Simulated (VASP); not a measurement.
# SnTe (R-3m) in VASP: single point with r2SCAN

Aim: the single point of SnTe with r2SCAN.

Program: VASP 6.6.1. These are calculated values, not measurements. Logs are shortened: lines on timing, memory, paths and dates and some standing lists are left out, and cuts for length are marked.

## 1. The cell of the first run

Symmetry: R-3m, No. 166, trigonal system. Conventional cell: a = 4.375 Å, b = 4.375 Å, c = 11.394 Å, α = 90.00°, β = 90.00°, γ = 120.00°. Within 4.2 Å of Sn (site symmetry -3m) lie 6 Te at 3.16 Å. Within 4.2 Å of Te (site symmetry -3m) lie 6 Sn at 3.16 Å.

## 2. Single point, r2SCAN, non-collinear spin, zero start, spin-orbit coupling (epitaxial 111 strain -3.0%)

Contents of POSCAR:

```
SnTe
1.0
    0.1303180910      3.2239685261      3.2239685261
    3.2239685261      0.1303180910      3.2239685261
    3.2239685261      3.2239685261      0.1303180910
Sn Te
1 1
Direct
    0.0000000000      0.0000000000      0.0000000000
    0.5000000000      0.5000000000      0.5000000000
```

Contents of INCAR.step1:

```
SYSTEM = SnTe
  PREC = Accurate
  ENCUT = 520
  ISMEAR = -1
  SIGMA = 0.02
  LREAL = .FALSE.
  LASPH = .TRUE.
  NELM = 150
  MAGMOM = 0 0 0 0 0 0
  LSORBIT = .TRUE.
  GGA_COMPAT = .FALSE.
  NBANDS = 32
  GGA = PE
  ALGO = Normal
  EDIFF = 1E-4
  LWAVE = .TRUE.
  LCHARG = .FALSE.
```

Contents of INCAR.step2:

```
SYSTEM = SnTe
  PREC = Accurate
  ENCUT = 520
  EDIFF = 1E-6
  ISMEAR = -1
  SIGMA = 0.02
  LREAL = .FALSE.
  LASPH = .TRUE.
  NELM = 150
  ALGO = Normal
  ISIF = 2
  LWAVE = .FALSE.
  LCHARG = .TRUE.
  MAGMOM = 0 0 0 0 0 0
  LORBIT = 11
  LSORBIT = .TRUE.
  GGA_COMPAT = .FALSE.
  LORBMOM = .TRUE.
  METAGGA = R2SCAN
  LMIXTAU = .TRUE.
  LVHAR = .TRUE.
  NBANDS = 32
  ISTART = 1
```

Contents of KPOINTS:

```
Automatic mesh
0
G
  8 8 8
  0 0 0
```

Potentials or basis: VASP PAW PBE potentials, release 64 (Sn_d, Te).

Command:

```bash
$ cat potpaw_PBE.64/Sn_d/POTCAR potpaw_PBE.64/Te/POTCAR > POTCAR
$ cp INCAR.step1 INCAR
$ mpirun -np 1 vasp_ncl > vasp.out
$ cp INCAR.step2 INCAR
$ mpirun -np 1 vasp_ncl > vasp.out
```

OUTCAR:

```text
SYSTEM = SnTe
   PREC = Accurate
   ENCUT = 520
   EDIFF = 1E-6
   ISMEAR = -1
   LREAL = .FALSE.
   LASPH = .TRUE.
   NELM = 150
   ISIF = 2
   LORBIT = 11
   LSORBIT = .TRUE.
   METAGGA = R2SCAN
   ISTART = 1

 ion  position               nearest neighbor table
   1  0.000  0.000  0.000-   2 3.16   2 3.16   2 3.16   2 3.16   2 3.16   2 3.16
   2  0.500  0.500  0.500-   1 3.16   1 3.16   1 3.16   1 3.16   1 3.16   1 3.16

  LATTYP: Found a trigonal (rhomboedric) cell.
 ALAT       =     4.5612420369
 COS(alpha) =     0.5399804993

  Lattice vectors:

 A1 = (   0.1303180910,   3.2239685261,   3.2239685261)
 A2 = (   3.2239685261,   0.1303180910,   3.2239685261)
 A3 = (   3.2239685261,   3.2239685261,   0.1303180910)

Analysis of symmetry for initial positions (statically):
=====================================================================
 Subroutine PRICEL returns:
 Original cell was already a primitive cell.

 Routine SETGRP: Setting up the symmetry group for a
 trigonal (rhombohedral) supercell.

 Subroutine GETGRP returns: Found 12 space group operations
 (whereof 12 operations were pure point group operations)
 out of a pool of 12 trial point group operations.

The static configuration has the point symmetry D_3d.

Analysis of symmetry for dynamics (positions and initial velocities):
=====================================================================
 Subroutine PRICEL returns:
 Original cell was already a primitive cell.

 Routine SETGRP: Setting up the symmetry group for a
 trigonal (rhombohedral) supercell.

 Subroutine GETGRP returns: Found 12 space group operations
 (whereof 12 operations were pure point group operations)
 out of a pool of 12 trial point group operations.

The dynamic configuration has the point symmetry D_3d.

Analysis of structural, dynamic, and magnetic symmetry:
=====================================================================
 Subroutine PRICEL returns:
 Original cell was already a primitive cell.

 Routine SETGRP: Setting up the symmetry group for a
 trigonal (rhombohedral) supercell.

 Subroutine GETGRP returns: Found 12 space group operations
 (whereof 12 operations were pure point group operations)
 out of a pool of 12 trial point group operations.

The overall configuration has the point symmetry D_3d.

 Subroutine INISYM returns: Found 12 space group operations
 (whereof 12 operations are pure point group operations),
 and found     1 'primitive' translations

----------------------------------------------------------------------------------------

                                     Primitive cell

  volume of cell :      62.9583

  direct lattice vectors                    reciprocal lattice vectors
     0.130318091  3.223968526  3.223968526    -0.164823152  0.158419574  0.158419574
     3.223968526  0.130318091  3.223968526     0.158419574 -0.164823152  0.158419574
     3.223968526  3.223968526  0.130318091     0.158419574  0.158419574 -0.164823152

  length of vectors
     4.561242037  4.561242037  4.561242037     0.278137006  0.278137006  0.278137006

  position of ions in fractional coordinates (direct lattice)
     0.000000000  0.000000000  0.000000000
     0.500000000  0.500000000  0.500000000

  ion indices of the primitive-cell ions
   primitive index   ion index
                 1           1
                 2           2

----------------------------------------------------------------------------------------

 KPOINTS: Automatic mesh

Automatic generation of k-mesh.
 Grid dimensions read from file:
 generate k-points for:    8    8    8

 Generating k-lattice:

  Cartesian coordinates                     Fractional coordinates (reciprocal lattice)
    -0.020602894  0.019802447  0.019802447     0.125000000  0.000000000  0.000000000
     0.019802447 -0.020602894  0.019802447     0.000000000  0.125000000  0.000000000
[... 96 lines left out ...]

 number of electron      19.9999995 magnetization      -0.0000000      0.0000000      0.0000000

 Free energy of the ion-electron system (eV)
  ---------------------------------------------------
  ext. energy  EPLUGINS =         0.00000000
  ---------------------------------------------------
  free energy    TOTEN  =       -50.80111373 eV

  energy without entropy =      -50.80095811  energy(sigma->0) =      -50.80103592

 E-fermi :   6.9021     XC(G=0): -10.0391

 val. band max:        6.7843008112   @ k =   0.3750   0.3750   0.3750
 cond. band min:       6.9157063652   @ k =   0.5000   0.0000   0.0000
 fundamental gap:      0.1314055540
 Fermi energy:         6.9020948899

 k-point     1 :       0.0000    0.0000    0.0000
  band No.  band energies     occupation
      1     -16.4338      1.00000
      2     -16.4338      1.00000
      3     -16.4309      1.00000
      4     -16.4309      1.00000
      5     -15.3952      1.00000
      6     -15.3952      1.00000
[... 829 lines left out ...]
     31      14.5292      0.00000
     32      14.5292      0.00000

 [... further k-points ...]

------------------------ aborting loop because EDIFF is reached ----------------------------------------

  FORCE on cell =-STRESS in cart. coord.  units (eV):
  Direction    XX          YY          ZZ          XY          YZ          ZX
  --------------------------------------------------------------------------------------
  -------------------------------------------------------------------------------------
  Total        0.4727843      0.4727843      0.4727843     -0.2823718     -0.2823718     -0.2823718
  in kB       12.0315188     12.0315188     12.0315188     -7.1858588     -7.1858588     -7.1858588
  external PRESSURE =      12.0315188 kB  Pullay stress =       0.0000000 kB

 VOLUME and BASIS-vectors are now :
 -----------------------------------------------------------------------------
  energy-cutoff  :      520.00
  volume of cell :       62.96
      direct lattice vectors                 reciprocal lattice vectors
     0.130318091  3.223968526  3.223968526    -0.164823152  0.158419574  0.158419574
     3.223968526  0.130318091  3.223968526     0.158419574 -0.164823152  0.158419574
     3.223968526  3.223968526  0.130318091     0.158419574  0.158419574 -0.164823152

 POSITION                                       TOTAL-FORCE (eV/Angst)
 -----------------------------------------------------------------------------------
      0.00000      0.00000      0.00000         0.000000     -0.000000      0.000000
      3.28913      3.28913      3.28913         0.000000      0.000000     -0.000000
 -----------------------------------------------------------------------------------
    total drift:                               -0.000000      0.000000      0.000000

  FREE ENERGIE OF THE ION-ELECTRON SYSTEM (eV)
  ---------------------------------------------------
  free  energy   TOTEN  =       -50.8011137262 eV

  energy  without entropy=      -50.8009581087  energy(sigma->0) =      -50.80103592

 orbital moment (x)

 # of ion     p       d       tot
 ----------------------------------------
  1        -0.000   0.000  -0.000
  2        -0.000   0.000  -0.000
 ----------------------------------------
           -0.000   0.000  -0.000

 orbital moment (y)

 # of ion     p       d       tot
 ----------------------------------------
  1         0.000   0.000   0.000
  2         0.000   0.000   0.000
 ----------------------------------------
            0.000   0.000   0.000

 orbital moment (z)

 # of ion     p       d       tot
 ----------------------------------------
  1         0.000  -0.000  -0.000
  2         0.000  -0.000  -0.000
 ----------------------------------------
            0.000  -0.000  -0.000

 Spin-Orbit-Coupling matrix elements

 Ion:    1  E_soc:     -0.0903779
 l=   1
     0.0000000    -0.0090486    -0.0090486
    -0.0090486     0.0000000    -0.0090486
    -0.0090486    -0.0090486     0.0000000
 l=   2
     0.0000000    -0.0011917     0.0000000    -0.0011917    -0.0048227
    -0.0011917     0.0000000    -0.0036170    -0.0011917    -0.0012057
     0.0000000    -0.0036170     0.0000000    -0.0036170     0.0000000
    -0.0011917    -0.0011917    -0.0036170     0.0000000    -0.0012057
    -0.0048227    -0.0012057     0.0000000    -0.0012057     0.0000000
 l=   3
     0.0000000     0.0000000     0.0000000     0.0000000     0.0000000     0.0000000     0.0000000
     0.0000000     0.0000000     0.0000000     0.0000000     0.0000000     0.0000000     0.0000000
     0.0000000     0.0000000     0.0000000     0.0000000     0.0000000     0.0000000     0.0000000
     0.0000000     0.0000000     0.0000000     0.0000000     0.0000000     0.0000000     0.0000000
     0.0000000     0.0000000     0.0000000     0.0000000     0.0000000     0.0000000     0.0000000
     0.0000000     0.0000000     0.0000000     0.0000000     0.0000000     0.0000000     0.0000000
     0.0000000     0.0000000     0.0000000     0.0000000     0.0000000     0.0000000     0.0000000

 Ion:    2  E_soc:     -0.1891354
 l=   1
     0.0000000    -0.0315125    -0.0315125
    -0.0315125     0.0000000    -0.0315125
    -0.0315125    -0.0315125     0.0000000
 l=   2
     0.0000000    -0.0000107     0.0000000    -0.0000107     0.0000006
    -0.0000107     0.0000000     0.0000005    -0.0000107     0.0000002
     0.0000000     0.0000005     0.0000000     0.0000005     0.0000000
    -0.0000107    -0.0000107     0.0000005     0.0000000     0.0000002
     0.0000006     0.0000002     0.0000000     0.0000002     0.0000000
 l=   3
     0.0000000     0.0000000     0.0000000     0.0000000     0.0000000     0.0000000     0.0000000
     0.0000000     0.0000000     0.0000000     0.0000000     0.0000000     0.0000000     0.0000000
     0.0000000     0.0000000     0.0000000     0.0000000     0.0000000     0.0000000     0.0000000
     0.0000000     0.0000000     0.0000000     0.0000000     0.0000000     0.0000000     0.0000000
     0.0000000     0.0000000     0.0000000     0.0000000     0.0000000     0.0000000     0.0000000
     0.0000000     0.0000000     0.0000000     0.0000000     0.0000000     0.0000000     0.0000000
     0.0000000     0.0000000     0.0000000     0.0000000     0.0000000     0.0000000     0.0000000

 total charge

# of ion       s       p       d       tot
------------------------------------------
    1        1.343   0.755   9.982  12.079
    2        1.384   2.007   0.031   3.421
--------------------------------------------------
tot          2.727   2.761  10.013  15.501

 magnetization (x)

# of ion       s       p       d       tot
------------------------------------------
    1        0.000  -0.000   0.000   0.000
    2        0.000  -0.000  -0.000  -0.000
--------------------------------------------------
tot          0.000  -0.000  -0.000   0.000

 magnetization (y)

# of ion       s       p       d       tot
------------------------------------------
    1       -0.000   0.000   0.000  -0.000
    2        0.000   0.000   0.000   0.000
--------------------------------------------------
tot          0.000   0.000   0.000   0.000

 magnetization (z)

# of ion       s       p       d       tot
------------------------------------------
    1        0.000   0.000   0.000   0.000
    2        0.000   0.000   0.000   0.000
--------------------------------------------------
tot          0.000   0.000   0.000   0.000
```

It took 12 min on 1 thread of Intel Xeon 6975P-C (Granite Rapids), shared host; peak memory 0.56 GiB.

What came out:

```
Free energy                                           : -50.8011 eV
Pressure                                              : 1.2 GPa
Net moment                                            : 0.00 μB per cell
Valence electrons inside the program's atomic spheres : Sn 12.08; Te 3.42
```

Stress tensor (GPa, compression positive):
```
 1.20 -0.72 -0.72
-0.72  1.20 -0.72
-0.72 -0.72  1.20
```

Moments on the atoms (μB; x, y, z):
```
Sn  0.00 0.00 0.00
Te  0.00 0.00 0.00
```

Caveat: the cell differs from its parent crystal (epitaxial 111 strain -3.0%); the PAW data sets were made with another functional, which shifts forces and pressure a little.
